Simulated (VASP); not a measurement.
# Se (R-3m) in VASP: single point with PBEsol

Aim: the single point of Se with PBEsol.

All numbers are computed with VASP 6.6.1; they aren't measurements. Logs are shortened: lines on timing, memory, paths and dates and some standing lists are left out, and cuts for length are marked.

## (1) The cell of the first run

Symmetry: R-3m, No. 166, trigonal system. Conventional cell: a = 3.850 Å, b = 3.850 Å, c = 2.645 Å, α = 90.00°, β = 90.00°, γ = 120.00°. Se (site symmetry -3m) has 14 Se at 2.39 to 2.84 Å within 3.2 Å.

## (2) Single point, PBEsol

Input file INCAR:

```
PREC = Accurate
ENCUT = 520
EDIFF = 1E-6
ISMEAR = -1
SIGMA = 0.1
LREAL = F
LASPH = T
NELM = 100
ALGO = Normal
ISIF = 2
LWAVE = F
LCHARG = F
GGA = PS
NBANDS = 9
```

Input file KPOINTS:

```
Automatic mesh
0
Gamma
  11 11 11
```

Input file POSCAR:

```
Se
1.0
    1.9250000000      1.1113992700      0.8816666700
   -1.9250000000      1.1113992700      0.8816666700
    0.0000000000     -2.2227985400      0.8816666700
Se
1
Direct
    0.0000000000      0.0000000000      0.0000000000
```

Potentials or basis: VASP PAW PBE potentials, release 64 (Se).

Run with:

```console
$ cat potpaw_PBE.64/Se/POTCAR > POTCAR
$ mpirun -np 1 vasp_std > vasp.out
```

OUTCAR:

```text
PREC = Accurate
   ENCUT = 520
   EDIFF = 1E-6
   ISMEAR = -1
   LREAL = F
   LASPH = T
   NELM = 100
   ISIF = 2
   GGA = PS

 ion  position               nearest neighbor table
   1  0.000  0.000  0.000-

  LATTYP: Found a trigonal (rhomboedric) cell.
 ALAT       =     2.3912694232
 COS(alpha) =    -0.2960878580

  Lattice vectors:

 A1 = (   1.9250000000,   1.1113992700,   0.8816666700)
 A2 = (  -1.9250000000,   1.1113992700,   0.8816666700)
 A3 = (   0.0000000000,  -2.2227985400,   0.8816666700)

Analysis of symmetry for initial positions (statically):
=====================================================================
 Subroutine PRICEL returns:
 Original cell was already a primitive cell.

 Routine SETGRP: Setting up the symmetry group for a
 trigonal (rhombohedral) supercell.

 Subroutine GETGRP returns: Found 12 space group operations
 (whereof 12 operations were pure point group operations)
 out of a pool of 12 trial point group operations.

The static configuration has the point symmetry D_3d.

Analysis of symmetry for dynamics (positions and initial velocities):
=====================================================================
 Subroutine PRICEL returns:
 Original cell was already a primitive cell.

 Routine SETGRP: Setting up the symmetry group for a
 trigonal (rhombohedral) supercell.

 Subroutine GETGRP returns: Found 12 space group operations
 (whereof 12 operations were pure point group operations)
 out of a pool of 12 trial point group operations.

The dynamic configuration has the point symmetry D_3d.

 Subroutine INISYM returns: Found 12 space group operations
 (whereof 12 operations are pure point group operations),
 and found     1 'primitive' translations

----------------------------------------------------------------------------------------

                                     Primitive cell

  volume of cell :      11.3177

  direct lattice vectors                    reciprocal lattice vectors
     1.925000000  1.111399270  0.881666670     0.259740260  0.149961109  0.378071832
    -1.925000000  1.111399270  0.881666670    -0.259740260  0.149961109  0.378071832
     0.000000000 -2.222798540  0.881666670     0.000000000 -0.299922217  0.378071832

  length of vectors
     2.391269423  2.391269423  2.391269426     0.482588486  0.482588486  0.482588486

  position of ions in fractional coordinates (direct lattice)
     0.000000000  0.000000000  0.000000000

  ion indices of the primitive-cell ions
   primitive index   ion index
                 1           1

----------------------------------------------------------------------------------------

 KPOINTS: Automatic mesh

Automatic generation of k-mesh.
 Grid dimensions read from file:
 generate k-points for:   11   11   11

 Generating k-lattice:

  Cartesian coordinates                     Fractional coordinates (reciprocal lattice)
     0.023612751  0.013632828  0.034370167     0.090909091  0.000000000  0.000000000
    -0.023612751  0.013632828  0.034370167     0.000000000  0.090909091  0.000000000
     0.000000000 -0.027265656  0.034370167     0.000000000  0.000000000  0.090909091

  Length of vectors
     0.043871681  0.043871681  0.043871681

  Shift w.r.t. Gamma in fractional coordinates (k-lattice)
     0.000000000  0.000000000  0.000000000

 Subroutine IBZKPT returns following result:
 ===========================================

 Found    146 irreducible k-points:

 Following reciprocal coordinates:
            Coordinates               Weight
  0.000000  0.000000  0.000000      1.000000
  0.090909 -0.000000  0.000000      6.000000
  0.181818  0.000000  0.000000      6.000000
  0.272727 -0.000000  0.000000      6.000000
  0.363636  0.000000  0.000000      6.000000
  0.454545 -0.000000  0.000000      6.000000
[... 16 lines left out ...]
 -0.272727  0.181818  0.000000     12.000000
 -0.181818  0.181818  0.000000      6.000000
 [... further k-points ...]
   k-points           NKPTS =    146   k-points in BZ     NKDIM =    146   number of bands    NBANDS=      9
   number of dos      NEDOS =    301   number of ions     NIONS =      1
   total plane-waves  NPLWV =   5832
   dimension x,y,z NGX =    18 NGY =   18 NGZ =   18
   dimension x,y,z NGXF=    36 NGYF=   36 NGZF=   36
   ions per type =               1
   NGX,Y,Z   is equivalent  to a cutoff of  12.51, 12.51, 12.51 a.u.
   NGXF,Y,Z  is equivalent  to a cutoff of  25.03, 25.03, 25.03 a.u.
 SYSTEM =  unknown system
   PREC   = accura    normal or accurate (medium, high low for compatibility)
   ISTART =      0    job   : 0-new  1-cont  2-samecut
   ICHARG =      2    charge: 1-file 2-atom 10-const
   ISPIN  =      1    spin polarized calculation?
   LNONCOLLINEAR =      F non collinear calculations
   LSORBIT =      F    spin-orbit coupling
   LASPH  =      T    aspherical Exc in radial PAW
   ENCUT  =  520.0 eV  38.22 Ry    6.18 a.u.   4.45  4.45  4.45*2*pi/ulx,y,z
   NELM   =    100;   NELMIN=  2; NELMDL= -5     # of ELM steps
   EDIFF  = 0.1E-05   stopping-criterion for ELM
   LREAL  =      F    real-space projection
   EDIFFG = 0.1E-04   stopping-criterion for IOM
   NSW    =      0    number of steps for IOM
   IBRION =     -1    ionic relax: 0-MD 1-quasi-New 2-CG
   NFREE  =      0    steps in history (QN), initial steepest desc. (CG)
   ISIF   =      2    stress and relaxation
   ISYM   =      2    0-nonsym 1-usesym 2-fastsym
   POTIM  = 0.5000    time-step for ionic-motion
   TEBEG  =    0.0;   TEEND  =   0.0 temperature during run
   PSTRESS=    0.0 pullay stress
   NELECT =       6.0000    total number of electrons
   NUPDOWN=      -1.0000    fix difference up-down
   EMIN   =  10.00;   EMAX   =-10.00  energy-range for DOS
   EFERMI =   0.00;   METHOD = LEGACY
   ISMEAR =    -1;   SIGMA  =   0.10  broadening in eV -4-tet -1-fermi 0-gaus
   EFERMI_NEDOS =   21; number of points for ismear=-14 and -15
   IALGO  =     38    algorithm
   IMIX   =      4    mixing-type and parameters
     AMIX     =   0.40;   BMIX     =  1.00
     AMIX_MAG =   1.60;   BMIX_MAG =  1.00
  volume/ion in A,a.u.               =      11.32        76.38
  Fermi-wavevector in a.u.,A,eV,Ry     =   1.324971  2.503832 23.885687  1.755548
  Thomas-Fermi vector in A             =   2.454466
   LORBIT       =      0    0 simple, 1 ext, 2 COOP (PROOUT), +10 PAW based schemes
   GGA     = PS    functional components
   LHFCALC =     F    Hartree Fock is set to
   AEXX    =    0.0000 exact exchange contribution
   IVDW    =     0    specifies the selected vdW correction
   LEPSILON=     F    determine dielectric tensor
   LRPA    =     F    only Hartree local field effects (RPA)
 non-spin polarized calculation
  energy-cutoff  :      520.00
  volume of cell :       11.32
 maximum number of plane-waves:       315
 NGX is ok and might be reduce to    18
   NGX =  9   NGY =  9   NGZ =  9

 number of electron       6.0000000 magnetization

 Free energy of the ion-electron system (eV)
  ---------------------------------------------------
  ext. energy  EPLUGINS =         0.00000000
  ---------------------------------------------------
  free energy    TOTEN  =        -1.08423454 eV

  energy without entropy =       -1.07349936  energy(sigma->0) =       -1.07886695

 E-fermi :  14.6695     XC(G=0): -13.5053

 val. band max:       14.6499013816   @ k =  -0.4545   0.2727   0.1818
 cond. band min:      14.6742421971   @ k =   0.2727   0.0909   0.0909
 fundamental gap:      0.0243408155
 Fermi energy:        14.6694916898

 k-point     1 :       0.0000    0.0000    0.0000
  band No.  band energies     occupation
      1      -8.9287      2.00000
      2      20.2685      0.00000
      3      22.5201      0.00000
      4      22.5201      0.00000
      5      27.1649      0.00000
      6      27.1649      0.00000
      7      29.5992      0.00000
      8      33.2532      0.00000
      9      33.2535      0.00000

 k-point     2 :       0.0909   -0.0000    0.0000
  band No.  band energies     occupation
      1      -8.6440      2.00000
      2      18.4347      0.00000
      3      20.7718      0.00000
      4      22.0691      0.00000
      5      26.8945      0.00000
      6      28.3204      0.00000
      7      30.1167      0.00000
      8      32.4167      0.00000
      9      32.6568      0.00000

 k-point     3 :       0.1818    0.0000    0.0000
  band No.  band energies     occupation
      1      -7.7916      2.00000
      2      14.0793      1.99455
      3      19.2021      0.00000
      4      21.1431      0.00000
      5      25.7644      0.00000
      6      27.0570      0.00000
      7      32.4495      0.00000
      8      32.8705      0.00000
      9      34.0793      0.00000

 k-point     4 :       0.2727   -0.0000    0.0000
  band No.  band energies     occupation
      1      -6.3807      2.00000
      2       9.5939      2.00000
      3      17.9056      0.00000
      4      20.2617      0.00000
      5      24.3122      0.00000
      6      25.5734      0.00000
      7      33.6582      0.00000
      8      35.7060      0.00000
      9      36.4575      0.00000
[... 205 lines left out ...]
 k-point    22 :      -0.3636    0.1818   -0.0000
  band No.  band energies     occupation
      1      -5.1437      2.00000
      2       9.3505      2.00000
      3      13.6462      1.99993
      4      19.4129      0.00000
      5      25.3640      0.00000
      6      27.3596      0.00000
      7      30.7514      0.00000
      8      32.9521      0.00000
      9      36.7858      0.00000

 k-point    23 :      -0.2727    0.1818    0.0000
  band No.  band energies     occupation
      1      -6.6465      2.00000
      2      13.2562      2.00000
      3      15.7397      0.00004
      4      20.6082      0.00000
      5      24.3492      0.00000
      6      26.7544      0.00000
      7      29.5010      0.00000
      8      32.0068      0.00000
      9      34.5164      0.00000

 k-point    24 :      -0.1818    0.1818    0.0000
  band No.  band energies     occupation
      1      -7.5952      2.00000
      2      16.6626      0.00000
      3      17.2745      0.00000
      4      21.3764      0.00000
      5      23.8433      0.00000
      6      27.4715      0.00000
      7      29.8690      0.00000
      8      30.1114      0.00000
      9      33.3310      0.00000

 [... further k-points ...]

------------------------ aborting loop because EDIFF is reached ----------------------------------------

  FORCE on cell =-STRESS in cart. coord.  units (eV):
  Direction    XX          YY          ZZ          XY          YZ          ZX
  --------------------------------------------------------------------------------------
  -------------------------------------------------------------------------------------
  Total       11.0147642     11.0147642     10.4068722      0.0000000      0.0000000     -0.0000000
  in kB     1559.2985353   1559.2985403   1473.2426730      0.0000000      0.0000000     -0.0000000
  external PRESSURE =    1530.6132495 kB  Pullay stress =       0.0000000 kB

 VOLUME and BASIS-vectors are now :
 -----------------------------------------------------------------------------
  energy-cutoff  :      520.00
  volume of cell :       11.32
      direct lattice vectors                 reciprocal lattice vectors
     1.925000000  1.111399270  0.881666670     0.259740260  0.149961109  0.378071832
    -1.925000000  1.111399270  0.881666670    -0.259740260  0.149961109  0.378071832
     0.000000000 -2.222798540  0.881666670     0.000000000 -0.299922217  0.378071832

 POSITION                                       TOTAL-FORCE (eV/Angst)
 -----------------------------------------------------------------------------------
      0.00000      0.00000      0.00000        -0.000000     -0.000000      0.000000
 -----------------------------------------------------------------------------------
    total drift:                               -0.000000      0.000000      0.000000

  FREE ENERGIE OF THE ION-ELECTRON SYSTEM (eV)
  ---------------------------------------------------
  free  energy   TOTEN  =        -1.0842345356 eV

  energy  without entropy=       -1.0734993579  energy(sigma->0) =       -1.07886695
```

Run time: 14 s. Hardware: 1 thread of Intel Xeon 8259CL, shared host; peak memory 0.13 GiB.

What came out:

| Quantity | Value |
| --- | --- |
| Free energy | -1.0842 eV |
| Pressure | 153.1 GPa |
| Band gap on the k mesh | zero (bands 3 and 4 overlap by 14.84 eV) |

Stress tensor (GPa, compression positive):
```
155.93   0.00   0.00
  0.00 155.93   0.00
  0.00   0.00 147.32
```

Caveat: the cell stands under pressure; the PAW data sets were made with another functional, which shifts forces and pressure a little.
